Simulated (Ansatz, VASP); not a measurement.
One calculation of Fe, two programs

The input INCAR:

```
SYSTEM = Fe
ALGO = Normal
EDIFF = 1E-6
ENCUT = 520
GGA = PE
ISIF = 2
ISMEAR = -1
ISPIN = 2
LASPH = .True.
LCHARG = .False.
LMAXMIX = 4
LORBIT = 11
LREAL = .False.
LWAVE = .False.
MAGMOM = 3
NBANDS = 14
NELM = 150
PREC = Accurate
SIGMA = 0.03
```

KPOINTS

```
k-points
0
Gamma
  18 18 18
  0 0 0
```

POSCAR

```
Fe
1.0
    2.3835230617      0.0000000000      0.0000000000
    0.0000000000      2.3835230617      0.0000000000
    0.0000000000      0.0000000000      2.3835230617
Fe
1
Direct
    0.0000000000      0.0000000000      0.0000000000
```

Input for Ansatz:

```yaml
crystal:
  lattice:
    - [2.3835230617, 0.0, 0.0]
    - [0.0, 2.3835230617, 0.0]
    - [0.0, 0.0, 2.3835230617]
  atoms:
    - { symbol: Fe, position: [0.0, 0.0, 0.0], spin: 3.0 }
magnetization:
  spin_polarized: true
kpoints:
  mp_grid: { grid: [18, 18, 18] }
scf:
  occupations: { method: fermi_dirac, width: 0.03 }
hamiltonian:
  xc: pbe
  pseudopotentials: { kind: all_electron, lapw: { basis_error: 0.0005 } }
output:
  forces: true
  stress: true
  eigenvalues: true
```

Change from the starting cell: volume scaled by 1.02.

Alike in both runs: task single point; functional PBE; k mesh 18 × 18 × 18; occupations fermi-dirac, width 0.03 eV; collinear spin.

```csv
,VASP,Ansatz
version,VASP 6.6.1,Ansatz 0.2.0
potentials or method,"VASP PAW PBE potentials, release 64 (Fe), cutoff 520 eV","all-electron LAPW, scalar-relativistic"
```

Ansatz gave:

| Item | Value |
| --- | --- |
| pressure (GPa) | -2.7 |
| net moment per atom (μB) | 2.38 |
| size of the moment on the site where the two differ most (μB) | 2.40 |

Q: Which values does VASP return?

A: Pressure (GPa): -2.7; net moment per atom (μB): 2.41; size of the moment on the site where the two differ most (μB): 2.40.

Site moments also hang on the region over which each program counts them. Ansatz ran all-electron here, and VASP with PAW potentials.
